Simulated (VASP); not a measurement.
## SnSe2: single point with r2SCAN

SnSe2:

```
CELL_PARAMETERS angstrom
3.81100 0.00000 0.00000
-1.90550 3.30042 0.00000
0.00000 0.00000 6.32111
ATOMIC_POSITIONS crystal
Sn 0.00000 0.00000 0.00000
Se 0.33333 0.66667 0.25000
Se 0.66667 0.33333 0.75000
```

This cell differs from its parent crystal: strain +0.0300 x Voigt [0, 0, 1, 0, 0, 0].

- Program: VASP 6.6.1
- Task: single point
- Functional: r2SCAN
- Potentials or basis: VASP PAW PBE potentials, release 64 (Sn_d, Se)
- Cutoff: 520 eV
- k mesh: 9 × 9 × 6
- Occupations: gaussian, width 0.05 eV
- Spin: no spin polarisation

| Quantity | Value |
| --- | --- |
| Pressure | 1.2 GPa |
| Largest force | 0.003 eV/Å |
| Band gap on the k mesh | 0.96 eV, indirect (least direct gap 1.47 eV) |

Forces on the atoms (eV/Å):
```
Sn   0.000  0.000  0.000
Se   0.000  0.000  0.003
Se   0.000  0.000 -0.003
```

Stress tensor (GPa, compression positive):
```
1.39 0.00 0.00
0.00 1.39 0.00
0.00 0.00 0.75
```

Levels at points of the mesh, in eV from the valence-band top:
| k point | band 11 | band 12 | band 13 | band 14 | band 15 | band 16 |
| --- | --- | --- | --- | --- | --- | --- |
| (0.00, 0.00, 0.00) | -0.24 | -0.24 | -0.20 | 1.52 | 3.65 | 5.11 |
| (0.00, 0.00, 0.50) | -0.63 | -0.10 | -0.10 | 2.85 | 3.59 | 4.88 |

Wall time 5.6 min on 1 thread of AMD EPYC 7R13 Processor (Zen 3), with other jobs on the host, peak memory 0.23 GiB.

Caveat: the cell differs from its parent crystal (strain +0.0300 x Voigt [0, 0, 1, 0, 0, 0]); the PAW data sets were made with another functional, which shifts forces and pressure a little; spin-orbit coupling is left out, which moves the levels of the heavy elements. A k mesh can miss the band edges.
